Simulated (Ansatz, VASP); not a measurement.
## Two plane-wave programs on Cu3N

```
Cu N
1.0
     3.82851    0.00000    0.00000
     0.00000    3.82851    0.00000
     0.00000    0.00000    3.82851
Cu N
3 1
Direct
  0.50000 0.00000 0.00000
  0.00000 0.50000 0.00000
  0.00000 0.00000 0.50000
  0.00000 0.00000 0.00000
```

Alike in both runs: functional PBE; k mesh 6 × 6 × 6; occupations fermi-dirac, width 0.05 eV; no spin polarisation.

Ansatz relaxed the structure, and its values are those at the end. VASP's run is a single point on that final structure, the one shown.

|  | VASP | Ansatz |
| --- | --- | --- |
| version | VASP 6.6.1 | Ansatz 0.2.0 |
| potentials or method | VASP PAW PBE potentials, release 64 (Cu, N) | plane waves, PAW |
| plane-wave cutoff (eV) | 600 | 420 |
| valence electrons in the cell | 38 | 62 |

VASP gave:

* pressure (GPa): 0.8

Task: What did Ansatz give for the same quantities?

Result: Pressure (GPa): 0.0.

The functional is the same, so the differences come from potentials, cutoffs and numerics. VASP's potentials hold 38 valence electrons a cell and Ansatz's 62, so a difference there can come from the potentials and not from the codes.
